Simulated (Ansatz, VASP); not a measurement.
## B5W: VASP beside Ansatz

```
B W
1.0
     2.95731    0.00000    0.00000
     0.00000    2.95731    0.00000
     0.00000    0.00000    6.02072
B W
5 1
Direct
  0.50000 0.50000 0.70057
  0.50000 0.50000 0.29943
  0.50000 0.00000 0.50000
  0.00000 0.50000 0.50000
  0.50000 0.50000 0.00000
  0.00000 0.00000 0.00000
```

Alike in both runs: functional PBE; k mesh 4 × 4 × 4; occupations gaussian, width 0.1 eV; no spin polarisation.

Ansatz relaxed the structure, and its values are those at the end. VASP's run is a single point on that final structure, the one shown.

|  | VASP | Ansatz |
| --- | --- | --- |
| version | VASP 6.6.1 | Ansatz 0.2.0 |
| potentials or method | VASP PAW PBE potentials, release 64 (B, W_sv), cutoff 520 eV | scalar-relativistic, plane waves, PAW |
| valence electrons in the cell | 29 | 29 |

```tsv
	VASP	Ansatz	Ansatz less VASP
gap on the k mesh at the Fermi level (eV)	none	none	-
pressure (GPa)	0.1	-0.2	-0.26
rms of the force components (eV/Å)	0.008	0.010	+0.0023
```

A gap of «none» marks a metal or a gap that the smearing closes. With one functional, cell and mesh, what is left measures potentials, basis and numerics.

The k mesh is coarse, so the values compare programs but aren't converged. Neither program's run includes spin-orbit coupling.
